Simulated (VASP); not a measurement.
# ZrC in VASP: a series of runs, part 3 of 3

VASP 6.6.1.

### 6 Electric field gradients, PBE (equal xy, yz and zx shear strains of +3 %)

Contents of INCAR:

```
SYSTEM = ZrC
ALGO = Normal
EDIFF = 1E-8
ENCUT = 520
GGA = PE
ISIF = 2
ISMEAR = -1
LASPH = .True.
LCHARG = .False.
LEFG = .True.
LREAL = .False.
LWAVE = .False.
NBANDS = 15
NELM = 60
PREC = Accurate
SIGMA = 0.05
```

Contents of KPOINTS:

```
k-points
0
Gamma
  15 15 15
  0 0 0
```

Contents of POSCAR:

```
ZrC
1.0
    0.0705063000      2.3854631500      2.3854631500
    2.3854631500      0.0705063000      2.3854631500
    2.3854631500      2.3854631500      0.0705063000
Zr C
1 1
Direct
    0.5000000000      0.5000000000      0.5000000000
    0.0000000000      0.0000000000      0.0000000000
```

Potentials or basis: VASP PAW PBE potentials, release 64 (Zr_sv, C).

On the command line:

```console
cat potpaw_PBE.64/Zr_sv/POTCAR potpaw_PBE.64/C/POTCAR > POTCAR
mpirun -np 1 vasp_std > vasp.out
```

OUTCAR:

```text
SYSTEM = ZrC
   EDIFF = 1E-8
   ENCUT = 520
   GGA = PE
   ISIF = 2
   ISMEAR = -1
   LASPH = .True.
   LREAL = .False.
   NELM = 60
   PREC = Accurate

 ion  position               nearest neighbor table
   1  0.500  0.500  0.500-   2 2.35   2 2.35   2 2.35   2 2.35   2 2.35   2 2.35
   2  0.000  0.000  0.000-   1 2.35   1 2.35   1 2.35   1 2.35   1 2.35   1 2.35

  LATTYP: Found a trigonal (rhomboedric) cell.
 ALAT       =     3.3742910394
 COS(alpha) =     0.5293254421

  Lattice vectors:

 A1 = (   0.0705063000,   2.3854631500,   2.3854631500)
 A2 = (   2.3854631500,   0.0705063000,   2.3854631500)
 A3 = (   2.3854631500,   2.3854631500,   0.0705063000)

Analysis of symmetry for initial positions (statically):
=====================================================================
 Subroutine PRICEL returns:
 Original cell was already a primitive cell.

 Routine SETGRP: Setting up the symmetry group for a
 trigonal (rhombohedral) supercell.

 Subroutine GETGRP returns: Found 12 space group operations
 (whereof 12 operations were pure point group operations)
 out of a pool of 12 trial point group operations.

The static configuration has the point symmetry D_3d.

Analysis of symmetry for dynamics (positions and initial velocities):
=====================================================================
 Subroutine PRICEL returns:
 Original cell was already a primitive cell.

 Routine SETGRP: Setting up the symmetry group for a
 trigonal (rhombohedral) supercell.

 Subroutine GETGRP returns: Found 12 space group operations
 (whereof 12 operations were pure point group operations)
 out of a pool of 12 trial point group operations.

The dynamic configuration has the point symmetry D_3d.

 Subroutine INISYM returns: Found 12 space group operations
 (whereof 12 operations are pure point group operations),
 and found     1 'primitive' translations

----------------------------------------------------------------------------------------

                                     Primitive cell

  volume of cell :      25.9454

  direct lattice vectors                    reciprocal lattice vectors
     0.070506300  2.385463150  2.385463150    -0.219132185  0.212841309  0.212841309
     2.385463150  0.070506300  2.385463150     0.212841309 -0.219132185  0.212841309
     2.385463150  2.385463150  0.070506300     0.212841309  0.212841309 -0.219132185

  length of vectors
     3.374291039  3.374291039  3.374291039     0.372319433  0.372319433  0.372319433

  position of ions in fractional coordinates (direct lattice)
     0.500000000  0.500000000  0.500000000
     0.000000000  0.000000000  0.000000000

  ion indices of the primitive-cell ions
   primitive index   ion index
                 1           1
                 2           2

----------------------------------------------------------------------------------------

 KPOINTS: k-points

Automatic generation of k-mesh.
 Grid dimensions read from file:
[... 83 lines left out ...]
   IMIX   =      4    mixing-type and parameters
     AMIX     =   0.40;   BMIX     =  1.00
     AMIX_MAG =   1.60;   BMIX_MAG =  1.00
  volume/ion in A,a.u.               =      12.97        87.54
  Fermi-wavevector in a.u.,A,eV,Ry     =   1.393461  2.633260 26.418902  1.941735
  Thomas-Fermi vector in A             =   2.517105
   LORBIT       =      0    0 simple, 1 ext, 2 COOP (PROOUT), +10 PAW based schemes
   GGA     = PE    functional components
   LHFCALC =     F    Hartree Fock is set to
   AEXX    =    0.0000 exact exchange contribution
   IVDW    =     0    specifies the selected vdW correction
   LEPSILON=     F    determine dielectric tensor
   LRPA    =     F    only Hartree local field effects (RPA)
 non-spin polarized calculation
  energy-cutoff  :      520.00
  volume of cell :       25.95
 maximum number of plane-waves:       709
 NGX is ok and might be reduce to    28
   NGX = 13   NGY = 13   NGZ = 13

 number of electron      16.0000000 magnetization

 Free energy of the ion-electron system (eV)
  ---------------------------------------------------
  ext. energy  EPLUGINS =         0.00000000
  ---------------------------------------------------
  free energy    TOTEN  =       -19.42774415 eV

  energy without entropy =      -19.42517539  energy(sigma->0) =      -19.42645977

 E-fermi :   9.6316     XC(G=0): -12.1376

 val. band max:        9.6180245058   @ k =   0.3333   0.3333   0.0667
 cond. band min:       9.6318325272   @ k =   0.4667   0.4667   0.0667
 fundamental gap:      0.0138080214
 Fermi energy:         9.6315993222

 k-point     1 :       0.0000    0.0000    0.0000
  band No.  band energies     occupation
      1     -38.4850      2.00000
      2     -16.2268      2.00000
      3     -16.1754      2.00000
      4     -16.1754      2.00000
      5      -1.6897      2.00000
      6      10.3327      0.00000
      7      10.3690      0.00000
      8      10.6598      0.00000
      9      10.6598      0.00000
     10      10.8814      0.00000
     11      10.8814      0.00000
     12      12.4659      0.00000
     13      12.4659      0.00000
     14      16.9703      0.00000
[... 401 lines left out ...]
      2     -16.4326      2.00000
      3     -16.2841      2.00000
      4     -16.2392      2.00000
      5      -0.9072      2.00000
      6       7.2915      2.00000
      7       8.9397      2.00000
      8       9.1329      1.99991
      9      10.2202      0.00002
     10      12.4604      0.00000
     11      13.0476      0.00000
     12      13.5893      0.00000
     13      15.5306      0.00000
     14      19.0403      0.00000
     15      22.2864      0.00000

 [... further k-points ...]

------------------------ aborting loop because EDIFF is reached ----------------------------------------

  FORCE on cell =-STRESS in cart. coord.  units (eV):
  Direction    XX          YY          ZZ          XY          YZ          ZX
  --------------------------------------------------------------------------------------
  -------------------------------------------------------------------------------------
  Total        0.2571490      0.2571490      0.2571490     -0.7768784     -0.7768784     -0.7768784
  in kB       15.8794628     15.8794628     15.8794628    -47.9737824    -47.9737824    -47.9737824
  external PRESSURE =      15.8794628 kB  Pullay stress =       0.0000000 kB

 VOLUME and BASIS-vectors are now :
 -----------------------------------------------------------------------------
  energy-cutoff  :      520.00
  volume of cell :       25.95
      direct lattice vectors                 reciprocal lattice vectors
     0.070506300  2.385463150  2.385463150    -0.219132185  0.212841309  0.212841309
     2.385463150  0.070506300  2.385463150     0.212841309 -0.219132185  0.212841309
     2.385463150  2.385463150  0.070506300     0.212841309  0.212841309 -0.219132185

 POSITION                                       TOTAL-FORCE (eV/Angst)
 -----------------------------------------------------------------------------------
      2.42072      2.42072      2.42072        -0.000000      0.000000      0.000000
      0.00000      0.00000      0.00000         0.000000     -0.000000     -0.000000
 -----------------------------------------------------------------------------------
    total drift:                                0.000000      0.000000      0.000000

  FREE ENERGIE OF THE ION-ELECTRON SYSTEM (eV)
  ---------------------------------------------------
  free  energy   TOTEN  =       -19.4277441505 eV

  energy  without entropy=      -19.4251753944  energy(sigma->0) =      -19.42645977

 Electric field gradients (V/A^2)
---------------------------------------------------------------------
 ion       V_xx      V_yy      V_zz      V_xy      V_xz      V_yz
---------------------------------------------------------------------
   1       0.000    -0.000     0.000    -1.580    -1.580    -1.580
   2      -0.000    -0.000    -0.000    -0.596    -0.596    -0.596
---------------------------------------------------------------------

 Electric field gradients after diagonalization (V/A^2)
 (convention: |V_zz| > |V_xx| > |V_yy|)
----------------------------------------------------------------------
 ion       V_xx      V_yy      V_zz     asymmetry (V_yy - V_xx)/ V_zz
----------------------------------------------------------------------
   1       1.580     1.580    -3.160       0.000
   2       0.596     0.596    -1.192       0.000
----------------------------------------------------------------------

           NMR quadrupolar parameters

 Cq : quadrupolar parameter    Cq=e*Q*V_zz/h
 eta: asymmetry parameters     (V_yy - V_xx)/ V_zz
 Q  : nuclear electric quadrupole moment in mb (millibarn)
----------------------------------------------------------------------
 ion       Cq(MHz)       eta       Q (mb)
----------------------------------------------------------------------
   1      -0.008       0.000       1.000
   2      -0.003       0.000       1.000
----------------------------------------------------------------------
```

OSZICAR:

```text
N       E                     dE             d eps       ncg     rms          rms(c)
DAV:   1     0.100830791883E+03    0.10083E+03   -0.85836E+03 10328   0.108E+03
DAV:   2    -0.167387986512E+02   -0.11757E+03   -0.11004E+03 13204   0.288E+02
DAV:   3    -0.227436391383E+02   -0.60048E+01   -0.59654E+01 17036   0.551E+01
DAV:   4    -0.228913683366E+02   -0.14773E+00   -0.14764E+00 12751   0.601E+00
DAV:   5    -0.228929097067E+02   -0.15414E-02   -0.15413E-02 13600   0.562E-01    0.204E+01
DAV:   6    -0.195472987783E+02    0.33456E+01   -0.63987E+00 12456   0.227E+01    0.708E+00
DAV:   7    -0.194430478639E+02    0.10425E+00   -0.63749E-01 11733   0.594E+00    0.618E+00
DAV:   8    -0.194666687580E+02   -0.23621E-01   -0.33468E-01 12751   0.451E+00    0.510E+00
DAV:   9    -0.194286362433E+02    0.38033E-01   -0.64481E-02 11552   0.184E+00    0.849E-01
DAV:  10    -0.194277531933E+02    0.88305E-03   -0.53838E-03 13736   0.610E-01    0.664E-02
DAV:  11    -0.194277496954E+02    0.34979E-05   -0.13563E-04 11867   0.114E-01    0.421E-02
DAV:  12    -0.194277453464E+02    0.43490E-05   -0.36400E-06 13083   0.174E-02    0.127E-02
DAV:  13    -0.194277441578E+02    0.11887E-05   -0.16827E-06 13534   0.808E-03    0.317E-03
DAV:  14    -0.194277441505E+02    0.72253E-08   -0.83176E-08 11776   0.186E-03
   1 F= -.19427744E+02 E0= -.19426460E+02  d E =-.256876E-02
```

stdout:

```text
POSCAR found type information on POSCAR ZrC
 POSCAR found :  2 types and       2 ions
 scaLAPACK will be used
 LDA part: xc-table for (Slater+PW92), standard interpolation
 POSCAR, INCAR and KPOINTS ok, starting setup
 FFT: planning ... GRIDC
 FFT: planning ... GRID_SOFT
 FFT: planning ... GRID
 WAVECAR not read
 entering main loop
ion   1

ion   2
```

Run time: 3 min. Hardware: 1 thread of Intel Xeon Platinum 8259CL at 2.50GHz (Skylake/Cascade Lake), shared host; peak memory 0.26 GiB.

Results:

- Free energy: -19.4277 eV
- Pressure: 1.6 GPa
- Band gap on the k mesh: zero (band 8 reaches 10.66 eV, above the bottom of band 9 at 9.39 eV)

Stress tensor (GPa, compression positive):
```
 1.59 -4.80 -4.80
-4.80  1.59 -4.80
-4.80 -4.80  1.59
```

Electric field gradients, principal values (V/Å²):
```csv
atom,least,middle,greatest (by size)
1 Zr,1.580,1.580,-3.160
2 C,0.596,0.596,-1.192
```

Caveat: the cell differs from its parent crystal (equal xy, yz and zx shear strains of +3 %); without QUAD_EFG the Cq values of the log hold for a quadrupole moment of 1 mb, not for the nuclei.

### 7 Summary

```tsv
cell	gap on the mesh (eV)	pressure (GPa)
a = 3.335 Å, angles 60.0°, 2 atoms	none	-0.8
a = 3.346 Å, angles 60.0°, 2 atoms	none	-2.9
a = 3.374 Å, angles 58.0°, 2 atoms	none	1.6
```

Alike in all rows: task electric field gradients; level PBE; potentials or basis VASP PAW PBE potentials, release 64 (Zr_sv, C); no spin polarisation; k mesh 15 × 15 × 15; cutoff (eV) 520; smearing fermi-dirac 0.05 eV.

Total energies depend on the potentials used, so only differences within one code and one set of settings carry meaning.
